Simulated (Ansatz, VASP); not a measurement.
**TiO2: VASP beside Ansatz**

```xyz
3
Lattice="0.0000 2.4208 2.4208 2.4208 0.0000 2.4208 2.4208 2.4208 0.0000" Properties=species:S:1:pos:R:3 pbc="T T T"
Ti    0.0000    0.0000    0.0000
O     1.2104    1.2104    1.2104
O     3.6312    3.6312    3.6312
```

Change from the starting cell: hydrostatic strain +1.0%.

Alike in both runs: task single point; functional r2SCAN; k mesh 10 × 10 × 10; no spin polarisation.

|  | VASP | Ansatz |
| --- | --- | --- |
| version | VASP 6.6.1 | Ansatz 0.2.0 |
| potentials or method | VASP PAW PBE potentials, release 64 (Ti_sv, O_h) | plane waves, PAW |
| plane-wave cutoff (eV) | 910 | 500 |
| occupations | gaussian, width 0.01 eV | fixed |
| valence electrons in the cell | 24 | 24 |

```tsv
	VASP	Ansatz	Ansatz less VASP
gap on the k mesh at the Fermi level (eV)	1.51	1.47	-0.041
```

VASP's potentials were made for PBE, not for r2SCAN.

Noted on VASP's run: the cutoff is short for stress, so the pressure is rough.
